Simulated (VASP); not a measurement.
Write the native input for VASP 6.6.1 that does the following.

```
Task                   : single point
Functional             : PBE
Potentials or basis    : VASP PAW PBE potentials, release 64 (Ga_d, As_d)
Cutoff                 : 600 eV
k mesh                 : 8 × 8 × 8
Occupations            : fermi-dirac, width 0.02 eV
Spin                   : no spin polarisation
Dipole correction      : no
Second run             : valence_matched
Further INCAR settings : ALGO = Normal; EDIFF = 1e-06; NBANDS = 21
```

The structure of GaAs lies in POSCAR:

```
GaAs
1.0
    0.0000000000      2.8330850955      2.7480925426
    2.8330850955      0.0000000000      2.7480925426
    2.8330850955      2.8330850955      0.0000000000
Ga As
1 1
Direct
    0.0000000000      0.0000000000      0.0000000000
    0.2500000000      0.2500000000      0.2500000000
```

This cell differs from its parent crystal: uniaxial z strain -3.0%.

The input as run:

INCAR

```
ALGO = Normal
EDIFF = 1E-6
ENCUT = 600
GGA = PE
GGA_COMPAT = F
ISIF = 2
ISMEAR = -1
LASPH = T
LCHARG = F
LREAL = F
LWAVE = F
NBANDS = 21
NELM = 120
PREC = Accurate
SIGMA = 0.02
```

KPOINTS

```
k-points
0
Gamma
  8 8 8
```

Potentials or basis: VASP PAW PBE potentials, release 64 (Ga_d, As_d).

Launch:

```bash
$ cat potpaw_PBE.64/Ga_d/POTCAR potpaw_PBE.64/As_d/POTCAR > POTCAR
$ mpirun -np 1 vasp_std > vasp.out
```

Results of the run:

The pressure is 5.1 GPa and the band gap on the k mesh is 0.58 eV, direct.

Caveat: the cell differs from its parent crystal (uniaxial z strain -3.0%).

Wall time 17 s on 1 thread of Intel(R) Xeon(R) 6975P-C (Granite Rapids), with other jobs on the host, peak memory 0.21 GiB.
